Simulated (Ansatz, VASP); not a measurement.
One calculation of CdS, two programs

```
Cd S
1.0
     4.26117    0.00000    0.00000
    -2.13058    3.69028    0.00000
     0.00000    0.00000    5.80417
Cd S
1 1
Direct
  0.00000 0.00000 0.44269
  0.66667 0.33333 0.43431
```

Alike in both runs: task relaxation of cell and atoms; functional PBE; dispersion D3(BJ); k mesh 7 × 7 × 5; occupations fermi-dirac, width 0.05 eV; no spin polarisation.

|  | VASP | Ansatz |
| --- | --- | --- |
| version | VASP 6.6.1 | Ansatz 0.2.0 |
| potentials or method | VASP PAW PBE potentials, release 64 (Cd, S) | Ansatz PAW |
| plane-wave cutoff (eV) | 600 | 420 |
| valence electrons in the cell | 18 | 26 |

VASP gave:

| Item | Value |
| --- | --- |
| gap on the k mesh at the Fermi level, each at its own relaxed structure (eV) | 0.93 |
| relaxed volume (Å³/atom) | 28.09 |
| relaxed length of the cell vector where the two differ most in proportion (Å) | 3.843 |

Q: Which values does Ansatz return?

A: gap on the k mesh at the Fermi level, each at its own relaxed structure (eV): 0.94; relaxed volume (Å³/atom): 28.16; relaxed length of the cell vector where the two differ most in proportion (Å): 3.856.

VASP's potentials hold 18 valence electrons a cell and Ansatz's 26, so a difference there can come from the potentials and not from the codes.

Noted on VASP's run: the volume moved by over 15 % at a fixed basis, so the end points are rough. Noted on Ansatz's run: the volume moved by over 15 % at a fixed basis, so the end points are rough; odd divisions of the mesh miss points on the zone boundary, where band edges often lie, so the gap on the mesh can be too wide; the plane-wave basis is chosen anew once the cell has moved, so the energies of steps on either side of that aren't comparable.
